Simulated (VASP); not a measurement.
# Ag (Cmcm) in VASP: further runs

The runs below take Ag through single point, with PBEsol.

Program: VASP 6.6.1. These are calculated values, not measurements. Logs are shortened: lines on timing, memory, paths and dates and some standing lists are left out, and cuts for length are marked.

## Step 1: The cell of the first run

It takes space group Cmcm (No. 63, orthorhombic). The conventional cell has a = 3.311 Å, b = 4.683 Å, c = 4.683 Å, α = 90.00°, β = 90.00°, γ = 90.00°. Ag (site symmetry m2m) has 14 Ag at 2.87 to 3.68 Å within 3.8 Å.

## Step 2: Single point, PBEsol

INCAR reads:

```
SYSTEM = Ag
ALGO = Fast ; EDIFF = 1E-6
ENCUT = 520 ; GGA = PS
ISIF = 2 ; ISMEAR = 0
LASPH = .True. ; LCHARG = .False.
LREAL = .False. ; LWAVE = .False.
NBANDS = 18 ; NELM = 100
PREC = Accurate ; SIGMA = 0.15
```

KPOINTS reads:

```
k-points
0
Gamma
  18 18 10
  0 0 0
```

POSCAR reads:

```
Ag
1.0
   -1.6556540000      1.6556540000      1.6556540000
    1.6556540000     -1.6556540000      1.6556540000
    3.3113080000      3.3113080000      0.0000000000
Ag
2
Direct
   -0.0533857603      0.0533857603      0.0000000000
    0.5533857603      0.4466142397      0.5000000000
```

Potentials or basis: VASP PAW PBE potentials, release 64 (Ag).

Command:

```
> cat potpaw_PBE.64/Ag/POTCAR > POTCAR
> mpirun -np 1 vasp_std > vasp.out
```

OUTCAR:

```text
SYSTEM = Ag
   EDIFF = 1E-6
   ENCUT = 520
   GGA = PS
   ISIF = 2
   ISMEAR = 0
   LASPH = .True.
   LREAL = .False.
   NELM = 100
   PREC = Accurate

 ion  position               nearest neighbor table
   1  0.947  0.053  0.000-   2 2.91   2 2.91   2 2.91   2 2.91   2 2.98   2 2.98
   2  0.553  0.447  0.500-   1 2.91   1 2.91   1 2.91   1 2.91   1 2.98   1 2.98

  LATTYP: Found a base centered orthorhombic cell.
 ALAT       =     3.3113080000
 B/A-ratio  =     1.4142135624
 C/A-ratio  =     1.4142135624

  Lattice vectors:

 A1 = (  -1.6556540000,   1.6556540000,   1.6556540000)
 A2 = (   1.6556540000,  -1.6556540000,   1.6556540000)
 A3 = (   3.3113080000,   3.3113080000,   0.0000000000)

Analysis of symmetry for initial positions (statically):
=====================================================================
 Subroutine PRICEL returns:
 Original cell was already a primitive cell.

 Routine SETGRP: Setting up the symmetry group for a
 base centered orthorhombic supercell.

 Subroutine GETGRP returns: Found  8 space group operations
 (whereof  4 operations were pure point group operations)
 out of a pool of  8 trial point group operations.

The static configuration has the point symmetry C_2v.
 The point group associated with its full space group is D_2h.

Analysis of symmetry for dynamics (positions and initial velocities):
=====================================================================
 Subroutine PRICEL returns:
 Original cell was already a primitive cell.

 Routine SETGRP: Setting up the symmetry group for a
 base centered orthorhombic supercell.

 Subroutine GETGRP returns: Found  8 space group operations
 (whereof  4 operations were pure point group operations)
 out of a pool of  8 trial point group operations.

The dynamic configuration has the point symmetry C_2v.
 The point group associated with its full space group is D_2h.

 Subroutine INISYM returns: Found  8 space group operations
 (whereof  4 operations are pure point group operations),
 and found     1 'primitive' translations

----------------------------------------------------------------------------------------

                                     Primitive cell

  volume of cell :      36.3077

  direct lattice vectors                    reciprocal lattice vectors
    -1.655654000  1.655654000  1.655654000    -0.150997733  0.150997733  0.301995465
     1.655654000 -1.655654000  1.655654000     0.150997733 -0.150997733  0.301995465
     3.311308000  3.311308000  0.000000000     0.150997733  0.150997733  0.000000000

  length of vectors
     2.867676848  2.867676848  4.682896683     0.369867397  0.369867397  0.213543041

  position of ions in fractional coordinates (direct lattice)
     0.946614240  0.053385760  0.000000000
     0.553385760  0.446614240  0.500000000

  ion indices of the primitive-cell ions
   primitive index   ion index
                 1           1
                 2           2

----------------------------------------------------------------------------------------

 KPOINTS: k-points

Automatic generation of k-mesh.
 Grid dimensions read from file:
 generate k-points for:   18   18   10

 Generating k-lattice:

  Cartesian coordinates                     Fractional coordinates (reciprocal lattice)
    -0.008388763  0.008388763  0.016777526     0.055555556  0.000000000  0.000000000
     0.008388763 -0.008388763  0.016777526     0.000000000  0.055555556  0.000000000
     0.015099773  0.015099773  0.000000000     0.000000000  0.000000000  0.100000000

  Length of vectors
     0.020548189  0.020548189  0.021354304

  Shift w.r.t. Gamma in fractional coordinates (k-lattice)
     0.000000000  0.000000000  0.000000000

 Subroutine IBZKPT returns following result:
 ===========================================

 Found    546 irreducible k-points:

 Following reciprocal coordinates:
            Coordinates               Weight
  0.000000  0.000000  0.000000      1.000000
  0.055556  0.000000  0.000000      4.000000
  0.111111  0.000000  0.000000      4.000000
  0.166667  0.000000  0.000000      4.000000
  0.222222  0.000000  0.000000      4.000000
  0.277778  0.000000  0.000000      4.000000
[... 16 lines left out ...]
 -0.277778  0.055556  0.000000      4.000000
 -0.222222  0.055556  0.000000      4.000000
 [... further k-points ...]
   k-points           NKPTS =    546   k-points in BZ     NKDIM =    546   number of bands    NBANDS=     18
   number of dos      NEDOS =    301   number of ions     NIONS =      2
   total plane-waves  NPLWV =  20736
   dimension x,y,z NGX =    24 NGY =   24 NGZ =   36
   dimension x,y,z NGXF=    48 NGYF=   48 NGZF=   72
   ions per type =               2
   NGX,Y,Z   is equivalent  to a cutoff of  13.91, 13.91, 12.78 a.u.
   NGXF,Y,Z  is equivalent  to a cutoff of  27.83, 27.83, 25.56 a.u.
 SYSTEM =  Ag
   PREC   = accura    normal or accurate (medium, high low for compatibility)
   ISTART =      0    job   : 0-new  1-cont  2-samecut
   ICHARG =      2    charge: 1-file 2-atom 10-const
   ISPIN  =      1    spin polarized calculation?
   LNONCOLLINEAR =      F non collinear calculations
   LSORBIT =      F    spin-orbit coupling
   LASPH  =      T    aspherical Exc in radial PAW
   ENCUT  =  520.0 eV  38.22 Ry    6.18 a.u.   5.33  5.33  8.71*2*pi/ulx,y,z
   NELM   =    100;   NELMIN=  2; NELMDL= -5     # of ELM steps
   EDIFF  = 0.1E-05   stopping-criterion for ELM
   LREAL  =      F    real-space projection
   EDIFFG = 0.1E-04   stopping-criterion for IOM
   NSW    =      0    number of steps for IOM
   IBRION =     -1    ionic relax: 0-MD 1-quasi-New 2-CG
   NFREE  =      0    steps in history (QN), initial steepest desc. (CG)
   ISIF   =      2    stress and relaxation
   ISYM   =      2    0-nonsym 1-usesym 2-fastsym
   POTIM  = 0.5000    time-step for ionic-motion
   TEBEG  =    0.0;   TEEND  =   0.0 temperature during run
   PSTRESS=    0.0 pullay stress
   NELECT =      22.0000    total number of electrons
   NUPDOWN=      -1.0000    fix difference up-down
   EMIN   =  10.00;   EMAX   =-10.00  energy-range for DOS
   EFERMI =   0.00;   METHOD = LEGACY
   ISMEAR =     0;   SIGMA  =   0.15  broadening in eV -4-tet -1-fermi 0-gaus
   EFERMI_NEDOS =   21; number of points for ismear=-14 and -15
   IALGO  =     68    algorithm
   IMIX   =      4    mixing-type and parameters
     AMIX     =   0.40;   BMIX     =  1.00
     AMIX_MAG =   1.60;   BMIX_MAG =  1.00
  volume/ion in A,a.u.               =      18.15       122.51
  Fermi-wavevector in a.u.,A,eV,Ry     =   1.385318  2.617871 26.111022  1.919106
  Thomas-Fermi vector in A             =   2.509739
   LORBIT       =      0    0 simple, 1 ext, 2 COOP (PROOUT), +10 PAW based schemes
   GGA     = PS    functional components
   LHFCALC =     F    Hartree Fock is set to
   AEXX    =    0.0000 exact exchange contribution
   IVDW    =     0    specifies the selected vdW correction
   LEPSILON=     F    determine dielectric tensor
   LRPA    =     F    only Hartree local field effects (RPA)
 non-spin polarized calculation
 RMM-DIIS sequential band-by-band and
 Gauss-broadening in eV      SIGMA  =   0.15
  energy-cutoff  :      520.00
  volume of cell :       36.31
 maximum number of plane-waves:       993
 NGX is ok and might be reduce to    24
   NGX = 11   NGY = 11   NGZ = 17

 number of electron      22.0000005 magnetization

 Free energy of the ion-electron system (eV)
  ---------------------------------------------------
  ext. energy  EPLUGINS =         0.00000000
  ---------------------------------------------------
  free energy    TOTEN  =        -6.48103970 eV

  energy without entropy =       -6.47441853  energy(sigma->0) =       -6.47772911

 E-fermi :   7.3952     XC(G=0): -12.0370

 val. band max:        7.3872900087   @ k =   0.1111   0.1111   0.2000
 cond. band min:       7.4048625629   @ k =   0.0556   0.0556   0.1000
 fundamental gap:      0.0175725542
 Fermi energy:         7.3952143590

 k-point     1 :       0.0000    0.0000    0.0000
  band No.  band energies     occupation
      1       0.0167      2.00000
      2       1.3747      2.00000
      3       2.0867      2.00000
      4       2.6268      2.00000
      5       2.9109      2.00000
      6       2.9751      2.00000
[... 10 lines left out ...]
     17      25.2245      0.00000
     18      25.7543      0.00000

 k-point     2 :       0.0556    0.0000    0.0000
  band No.  band energies     occupation
      1       0.0893      2.00000
      2       1.4141      2.00000
      3       2.0981      2.00000
      4       2.6431      2.00000
      5       2.9306      2.00000
      6       2.9631      2.00000
[... 10 lines left out ...]
     17      25.2153      0.00000
     18      25.5286      0.00000

 k-point     3 :       0.1111    0.0000    0.0000
  band No.  band energies     occupation
      1       0.3016      2.00000
      2       1.5197      2.00000
      3       2.1345      2.00000
      4       2.6752      2.00000
      5       2.9220      2.00000
      6       3.0109      2.00000
[... 10 lines left out ...]
     17      24.9583      0.00000
     18      25.4606      0.00000

 k-point     4 :       0.1667    0.0000    0.0000
  band No.  band energies     occupation
      1       0.6339      2.00000
      2       1.6476      2.00000
      3       2.2097      2.00000
      4       2.6992      2.00000
      5       2.8349      2.00000
      6       3.1891      2.00000
[... 375 lines left out ...]
      4       2.6921      2.00000
      5       2.8055      2.00000
      6       2.8980      2.00000
[... 10 lines left out ...]
     17      20.7890      0.00000
     18      24.5397      0.00000

 k-point    23 :      -0.2778    0.0556    0.0000
  band No.  band energies     occupation
      1       1.3797      2.00000
      2       1.8195      2.00000
      3       2.4922      2.00000
      4       2.5076      2.00000
      5       2.7415      2.00000
      6       3.0380      2.00000
[... 10 lines left out ...]
     17      21.8370      0.00000
     18      24.2496      0.00000

 k-point    24 :      -0.2222    0.0556    0.0000
  band No.  band energies     occupation
      1       0.9624      2.00000
      2       1.7663      2.00000
      3       2.3815      2.00000
      4       2.6786      2.00000
      5       2.7277      2.00000
      6       3.2158      2.00000
[... 10 lines left out ...]
     17      23.0946      0.00000
     18      24.3437      0.00000

 [... further k-points ...]
[... 5 lines left out ...]
  --------------------------------------------------------------------------------------
  -------------------------------------------------------------------------------------
  Total       -1.5133189     -1.5133189     -1.8864292     -0.1788516      0.0000000      0.0000000
  in kB      -66.7793673    -66.7793673    -83.2438876     -7.8923187      0.0000000      0.0000000
  external PRESSURE =     -72.2675408 kB  Pullay stress =       0.0000000 kB

 VOLUME and BASIS-vectors are now :
 -----------------------------------------------------------------------------
  energy-cutoff  :      520.00
  volume of cell :       36.31
      direct lattice vectors                 reciprocal lattice vectors
    -1.655654000  1.655654000  1.655654000    -0.150997733  0.150997733  0.301995465
     1.655654000 -1.655654000  1.655654000     0.150997733 -0.150997733  0.301995465
     3.311308000  3.311308000  0.000000000     0.150997733  0.150997733  0.000000000

 POSITION                                       TOTAL-FORCE (eV/Angst)
 -----------------------------------------------------------------------------------
     -1.47888      1.47888      1.65565        -0.018103      0.018103      0.000000
      1.47888      1.83243      1.65565         0.018103     -0.018103      0.000000
 -----------------------------------------------------------------------------------
    total drift:                                0.000000      0.000000     -0.000000

  FREE ENERGIE OF THE ION-ELECTRON SYSTEM (eV)
  ---------------------------------------------------
  free  energy   TOTEN  =        -6.4810396956 eV

  energy  without entropy=       -6.4744185340  energy(sigma->0) =       -6.47772911
```

It took 3.7 min on 1 thread of Intel Xeon 6975P-C (Granite Rapids), shared host; peak memory 0.38 GiB.

What came out:

| Property | Result |
| --- | --- |
| Free energy | -6.4810 eV |
| Pressure | -7.2 GPa |
| Largest force | 0.026 eV/Å |
| Band gap on the k mesh | zero (bands 11 and 12 overlap by 6.90 eV) |

Forces in eV/Å, atoms in the order of the input:
```
Ag  -0.018  0.018  0.000
Ag   0.018 -0.018  0.000
```

Levels at points of the mesh, in eV from the Fermi level:
| k point | band 9 | band 10 | band 11 | band 12 | band 13 | band 14 |
| --- | --- | --- | --- | --- | --- | --- |
| (0.00, 0.00, 0.00) | -3.55 | -3.11 | -2.80 | 0.02 | 3.78 | 13.48 |
| (0.50, 0.00, 0.00) | -3.12 | -2.92 | -0.14 | 0.55 | 6.75 | 7.06 |
| (0.50, 0.50, 0.00) | -2.67 | -2.64 | 0.50 | 3.22 | 6.66 | 7.40 |
| (0.00, 0.00, 0.50) | -3.55 | -3.55 | -3.12 | -3.12 | 11.53 | 11.53 |
| (0.50, 0.00, 0.50) | -2.71 | -2.71 | 0.16 | 0.16 | 3.66 | 3.66 |
| (0.50, 0.50, 0.50) | -2.65 | -2.65 | 2.40 | 2.40 | 5.31 | 5.31 |

Caveat: the cell stands under tension; the PAW data sets were made with another functional, which shifts forces and pressure a little.

## Step 3: Single point, PBEsol

INCAR reads:

```
SYSTEM = Ag
PREC = Accurate
ENCUT = 520
EDIFF = 1E-7
ISMEAR = 0
SIGMA = 0.15
LREAL = .FALSE.
LASPH = .TRUE.
NELM = 80
ALGO = Fast
ISIF = 2
LWAVE = .FALSE.
LCHARG = .FALSE.
GGA = PS
NBANDS = 18
```

KPOINTS reads:

```
Automatic mesh
0
G
  18 18 10
  0 0 0
```

POSCAR reads:

```
Ag
1.0
   -1.6556540000      1.6556540000      1.6556540000
    1.6556540000     -1.6556540000      1.6556540000
    3.3113080000      3.3113080000      0.0000000000
Ag
2
Direct
   -0.0320314562      0.0320314562      0.0000000000
    0.5320314562      0.4679685438      0.5000000000
```

Potentials or basis: VASP PAW PBE potentials, release 64 (Ag).

Command:

```
> cat potpaw_PBE.64/Ag/POTCAR > POTCAR
> mpirun -np 1 vasp_std > vasp.out
```

Run time: 4.2 min. Hardware: 1 thread of Intel Xeon 6975P-C (Granite Rapids), shared host; peak memory 0.39 GiB.

Results (log left out):

```
Free energy            : -6.4800 eV
Pressure               : -7.3 GPa
Largest force          : 0.023 eV/Å
Band gap on the k mesh : zero (bands 11 and 12 overlap by 7.28 eV)
```

Forces on the atoms (eV/Å):
```
Ag   0.017 -0.017  0.000
Ag  -0.017  0.017  0.000
```

Stress tensor (GPa, compression positive):
```
-7.16 -0.46  0.00
-0.46 -7.16  0.00
 0.00  0.00 -7.67
```

Levels at points of the mesh, in eV from the Fermi level:
| k point | band 8 | band 9 | band 10 | band 11 | band 12 | band 13 | band 14 | band 15 |
| --- | --- | --- | --- | --- | --- | --- | --- | --- |
| (0.00, 0.00, 0.00) | -3.56 | -3.50 | -3.26 | -2.65 | 0.01 | 3.77 | 13.21 | 14.05 |
| (0.50, 0.00, 0.00) | -3.27 | -3.16 | -3.16 | -0.01 | 0.40 | 7.01 | 7.47 | 7.85 |
| (0.50, 0.50, 0.00) | -2.80 | -2.73 | -2.59 | 0.20 | 3.55 | 6.66 | 6.95 | 6.95 |
| (0.00, 0.00, 0.50) | -3.82 | -3.65 | -3.65 | -3.24 | -3.24 | 11.51 | 11.51 | 15.18 |
| (0.50, 0.00, 0.50) | -3.35 | -2.61 | -2.61 | 0.06 | 0.06 | 3.73 | 3.73 | 13.26 |
| (0.50, 0.50, 0.50) | -3.59 | -2.66 | -2.66 | 2.81 | 2.81 | 4.84 | 4.84 | 9.71 |

Caveat: the cell stands under tension; the PAW data sets were made with another functional, which shifts forces and pressure a little.
